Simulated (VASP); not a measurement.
**Al15RuO24 (a cell with a defect): electric field gradients with PBE**

Al15RuO24 (a cell with a defect):

```
Al Ru O
1.0
     2.40394    1.38792    4.37421
    -4.80788    2.77583    8.74841
     0.00000   -5.55167    8.74841
Al Ru O
15 1 24
Cartesian
  0.0000 0.0000 8.5020
  0.0000 0.0000 1.9407
  0.0000 0.0000 4.6206
  0.0000 -2.7758 12.8762
  0.0000 -2.7758 15.5562
  0.0000 -2.7758 6.3149
  0.0000 -2.7758 8.9948
  -2.4039 1.3879 12.8762
  -2.4039 1.3879 15.5562
  -2.4039 1.3879 6.3149
  -2.4039 1.3879 8.9948
  -2.4039 -1.3879 17.2504
  -2.4039 -1.3879 19.9304
  -2.4039 -1.3879 10.6891
  -2.4039 -1.3879 13.3691
  0.0000 0.0000 11.1819
  0.9320 -1.3879 5.4678
  1.6680 0.1132 7.6549
  -1.6680 -0.1132 5.4678
  0.7360 1.5011 5.4678
  -0.7360 -1.5011 7.6549
  -0.9320 1.3879 7.6549
  0.9320 -4.1637 9.8420
  1.6680 -2.6626 12.0291
  -1.6680 -2.8890 9.8420
  0.7360 -1.2747 9.8420
  -0.7360 -4.2769 12.0291
  -0.9320 -1.3879 12.0291
  -1.4719 0.0000 9.8420
  -0.7360 1.5011 12.0291
  -4.0719 1.2747 9.8420
  -1.6680 2.8890 9.8420
  -3.1399 -0.1132 12.0291
  -3.3360 2.7758 12.0291
  -1.4719 -2.7758 14.2162
  -0.7360 -1.2747 16.4033
  -4.0719 -1.5011 14.2162
  -1.6680 0.1132 14.2162
  -3.1399 -2.8890 16.4033
  -3.3360 0.0000 16.4033
```

```yaml
Program: VASP 6.6.1
Task: electric field gradients
Functional: PBE
Potentials_or_basis: VASP PAW PBE potentials, release 64 (Al, Ru_pv, O)
Cutoff: 520 eV
k_mesh: 1 × 1 × 1, shifted
Occupations: fermi-dirac, width 0.01 eV
Spin: collinear spin, ferromagnetic start
Fixed_moment: 4 μB
Dipole_correction: no
Charge: -1
Further_INCAR_settings: ALGO = Normal; EDIFF = 1e-08; NBANDS = 132; NELECT = 204.0
```

```yaml
Largest_force: 6.863 eV/Å
Net_moment: 4.00 μB per cell
Site_moments: Al +0.01, +0.02 (each value once); Ru +2.55; O +0.01, +0.06, +0.07, +0.09, +0.08, +0.05, +0.12, +0.02 (each value once) μB
Largest_electric_field_gradient_by_atom: Al +6.8, +5.5, +6.7, +7.0, +6.0, +5.3, +7.4, +6.3, +5.9, +5.2, +5.6, +5.4 (each value once); Ru +145.2; O -39.6, -37.8, -40.2, -38.9, -41.9, -39.5, -39.4, -39.8, -44.0, -40.0, -27.1, -38.4, -36.4, -38.1, -39.1, -39.2, -38.7, -39.3, -39.7, -42.7 (each value once) V/Å²
Valence_electrons_inside_the_program's_atomic_spheres: Al 0.71, 0.70 (each value once); Ru 12.97; O 5.18, 5.19 (each value once)
```

Forces on the atoms (eV/Å):
```
Al   0.035 -0.118 -0.072
Al  -0.071  0.016  0.068
Al  -0.304  0.094  0.072
Al  -0.285  0.176 -0.163
Al   0.023  0.030  0.130
Al  -0.323  0.087  0.060
Al   0.057  0.352 -0.098
Al   0.225  0.118 -0.118
Al  -0.076  0.013  0.102
Al   0.146 -0.321 -0.078
Al   0.000 -0.244 -0.103
Al  -0.002  0.021 -0.098
Al   0.008 -0.011  0.068
Al   0.329  0.025  0.090
Al   0.240 -0.207 -0.158
Ru  -0.083  0.448  0.818
O    0.106 -0.034 -0.032
O    0.188 -0.069 -0.212
O    1.919  2.669 -3.148
O    0.171  0.074  0.027
O    5.314 -0.363  2.819
O   -0.091  0.037 -0.035
O    0.064 -0.106  0.001
O    0.076 -0.128 -0.018
O   -0.054 -0.027 -0.034
O    1.777 -3.081 -3.439
O    0.135 -0.096 -0.276
O   -3.180 -4.969  2.902
O   -3.005 -0.064 -2.573
O   -2.760  5.464  3.104
O   -0.087  0.094  0.252
O   -0.119  0.045  0.013
O   -0.081  0.064  0.010
O   -0.068  0.027 -0.008
O   -0.045 -0.008  0.335
O   -0.363 -0.095  0.005
O    0.060 -0.042  0.027
O   -0.063  0.073  0.016
O   -0.021  0.230 -0.011
O    0.207 -0.174 -0.247
```

Electric field gradients, principal values (V/Å²):
```
 atom   least    middle  greatest (by size)
 1 Al  -1.449    -5.353               6.801
 2 Al  -2.463    -3.065               5.528
 3 Al  -1.025    -5.716               6.741
 4 Al  -1.481    -5.487               6.969
 5 Al  -2.507    -3.452               5.959
 6 Al  -2.142    -3.168               5.310
 7 Al  -2.361    -5.003               7.364
 8 Al  -1.771    -4.514               6.285
 9 Al  -2.503    -3.389               5.892
10 Al  -2.214    -2.991               5.205
11 Al  -2.409    -4.265               6.674
12 Al  -2.809    -3.126               5.935
13 Al  -2.669    -2.959               5.628
14 Al  -2.609    -2.737               5.346
15 Al  -1.898    -3.535               5.434
16 Ru  -8.355  -136.884             145.239
 17 O   9.753    29.873             -39.626
 18 O   8.735    29.048             -37.783
 19 O   9.077    31.167             -40.244
 20 O  10.323    28.548             -38.871
 21 O   2.744    39.200             -41.945
 22 O   9.747    29.710             -39.457
 23 O  10.094    29.275             -39.369
 24 O   9.360    30.193             -39.553
 25 O   9.899    29.873             -39.772
 26 O   9.824    34.209             -44.033
 27 O   8.793    31.175             -39.967
 28 O   4.120    22.939             -27.058
 29 O  11.622    26.792             -38.414
 30 O   5.652    30.715             -36.367
 31 O  11.186    26.956             -38.142
 32 O   9.169    29.910             -39.079
 33 O   8.310    30.907             -39.216
 34 O   8.282    30.459             -38.741
 35 O  11.557    27.819             -39.377
 36 O   8.501    30.771             -39.272
 37 O  10.567    29.055             -39.623
 38 O   9.503    30.210             -39.713
 39 O   8.781    30.656             -39.437
 40 O  10.372    32.329             -42.701
```

It took 16 min on 1 thread of Oxide Virtual Turin-like Processor, with other jobs on the host, peak memory 0.77 GiB.

Caveat: the k points lie up to 1.22 Å⁻¹ apart, too coarse for converged energies, forces and pressures; the cell carries a net charge on a neutralising background, which shifts energy and pressure; the moment is held away from its start; without QUAD_EFG the Cq values of the log hold for a quadrupole moment of 1 mb, not for the nuclei; the total moment is fixed, so each spin has its own Fermi level and the state may be an excited one.
